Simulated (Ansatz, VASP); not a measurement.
## Two plane-wave programs on Hf2S

INCAR

```
SYSTEM = Hf2S
ALGO = Normal
EDIFF = 1E-6
ENCUT = 520
GGA = PS
ISIF = 2
ISMEAR = -1
LASPH = .TRUE.
LCHARG = .TRUE.
LELF = .TRUE.
LREAL = .FALSE.
LVHAR = .TRUE.
LWAVE = .FALSE.
NBANDS = 35
NELM = 80
PREC = Accurate
SIGMA = 0.5
```

Contents of KPOINTS:

```
k-points
0
G
  12 12 4
  0 0 0
```

File POSCAR:

```
Hf2S
1.0
    3.3742737662      0.0000000000      0.0000000000
   -1.6871368831      2.9222068008      0.0000000000
    0.0000000000      0.0000000000     11.7174070300
Hf S
4 2
Direct
    0.6666666667      0.3333333333      0.8998116400
    0.3333333333      0.6666666667      0.3998116400
    0.6666666667      0.3333333333      0.6001883600
    0.3333333333      0.6666666667      0.1001883600
    0.0000000000      0.0000000000      0.7500000000
    0.0000000000      0.0000000000      0.2500000000
```

Input for Ansatz:

```yaml
crystal:
  lattice:
    - [3.3742737662, 0.0, 0.0]
    - [-1.6871368831, 2.9222068008, 0.0]
    - [0.0, 0.0, 11.71740703]
  atoms:
    - { symbol: Hf, position: [0.6666666667, 0.3333333333, 0.89981164] }
    - { symbol: Hf, position: [0.3333333333, 0.6666666667, 0.39981164] }
    - { symbol: Hf, position: [0.6666666667, 0.3333333333, 0.60018836] }
    - { symbol: Hf, position: [0.3333333333, 0.6666666667, 0.10018836] }
    - { symbol: S, position: [0.0, 0.0, 0.75] }
    - { symbol: S, position: [0.0, 0.0, 0.25] }
basis:
  ecutwfc: 420
kpoints:
  mp_grid: { grid: [12, 12, 4] }
hamiltonian:
  xc: pbesol
scf:
  occupations: { method: fermi_dirac, width: 0.5 }
output:
  forces: true
  stress: true
  eigenvalues: true
```

Alike in both runs: task single point; functional PBEsol; k mesh 12 × 12 × 4; occupations fermi-dirac, width 0.5 eV; no spin polarisation.

|  | VASP | Ansatz |
| --- | --- | --- |
| version | VASP 6.6.1 | Ansatz 0.2.0 |
| potentials or method | VASP PAW PBE potentials, release 64 (Hf_pv, S), cutoff 520 eV | scalar-relativistic, plane waves, PAW |
| valence electrons in the cell | 52 | 116 |

|  | VASP | Ansatz | Ansatz less VASP |
| --- | --- | --- | --- |
| gap on the k mesh at the Fermi level (eV) | none | none | - |
| pressure (GPa) | -1.9 | -1.4 | +0.43 |
| traceless stress, the component that is largest in VASP (GPa) | 1.86 | 1.84 | -0.024 |
| rms of the force components (eV/Å) | 0.284 | 0.283 | -0.0009 |

VASP's potentials were made for PBE, not for PBEsol. Atom by atom the forces differ by 0.001 eV/Å (rms over components). A gap of «none» marks a metal or a gap that the smearing closes. VASP's potentials hold 52 valence electrons a cell and Ansatz's 116, so a difference there can come from the potentials and not from the codes.

Spin-orbit coupling is off throughout.
